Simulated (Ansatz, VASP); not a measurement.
Two plane-wave programs on Ga2O3

The input POSCAR:

```
Ga2O3
1.0
    2.9607324711      0.0000000000      0.0000000000
   -1.4803662355      2.5640695338      0.0000000000
    0.0000000000      0.0000000000      6.7766323259
Ga O
2 3
Direct
    0.3333333333      0.6666666667      0.2039202181
    0.6666666667      0.3333333333      0.7960797819
    0.0000000000      0.0000000000      0.0000000000
    0.3333333333      0.6666666667      0.6915979171
    0.6666666667      0.3333333333      0.3084020829
```

Contents of INCAR.step1:

```
SYSTEM = Ga2O3
ALGO = Normal
EDIFF = 1E-4
ENCUT = 520
GGA = PE
ISMEAR = 0
LASPH = .True.
LCHARG = .False.
LREAL = .False.
LWAVE = .True.
NBANDS = 30
NELM = 80
PREC = Accurate
SIGMA = 0.01
```

File INCAR.step2:

```
SYSTEM = Ga2O3
ALGO = Normal
EDIFF = 1E-7
ENCUT = 520
ISIF = 2
ISMEAR = 0
ISTART = 1
LASPH = .True.
LCHARG = .False.
LMIXTAU = .True.
LREAL = .False.
LWAVE = .False.
METAGGA = R2SCAN
NBANDS = 30
NELM = 80
PREC = Accurate
SIGMA = 0.01
```

The input KPOINTS:

```
k-points
0
Gamma
  9 9 4
  0 0 0
```

Input for Ansatz:

```yaml
crystal:
  lattice:
    - [2.9607324711, 0.0, 0.0]
    - [-1.4803662355, 2.5640695338, 0.0]
    - [0.0, 0.0, 6.7766323259]
  atoms:
    - { symbol: Ga, position: [0.3333333333, 0.6666666667, 0.2039202181] }
    - { symbol: Ga, position: [0.6666666667, 0.3333333333, 0.7960797819] }
    - { symbol: O, position: [0.0, 0.0, 0.0] }
    - { symbol: O, position: [0.3333333333, 0.6666666667, 0.6915979171] }
    - { symbol: O, position: [0.6666666667, 0.3333333333, 0.3084020829] }
kpoints:
  mp_grid: { grid: [9, 9, 4] }
hamiltonian:
  xc: r2scan
scf:
  occupations: { method: fixed }
  n_extra_bands: 5
output:
  forces: true
  stress: true
  eigenvalues: true
```

Alike in both runs: task single point; functional r2SCAN; k mesh 9 × 9 × 4; no spin polarisation.

|  | VASP | Ansatz |
| --- | --- | --- |
| version | VASP 6.6.1 | Ansatz 0.2.0 |
| potentials or method | VASP PAW PBE potentials, release 64 (Ga_d, O) | plane waves, PAW |
| plane-wave cutoff (eV) | 520 | 500 |
| occupations | gaussian, width 0.01 eV | fixed |
| valence electrons in the cell | 44 | 44 |

VASP gave:

* gap on the k mesh at the Fermi level (eV): 3.35
* pressure (GPa): 8.8
* traceless stress, the component that is largest in VASP (GPa): -3.26
* rms of the force components (eV/Å): 0.183

Q: Estimate Ansatz's values.

A: gap on the k mesh at the Fermi level (eV): 3.39; pressure (GPa): 6.6; traceless stress, the component that is largest in VASP (GPa): -2.17; rms of the force components (eV/Å): 0.135.

VASP's potentials were made for PBE, not for r2SCAN. Atom by atom the forces differ by 0.048 eV/Å (rms over components).
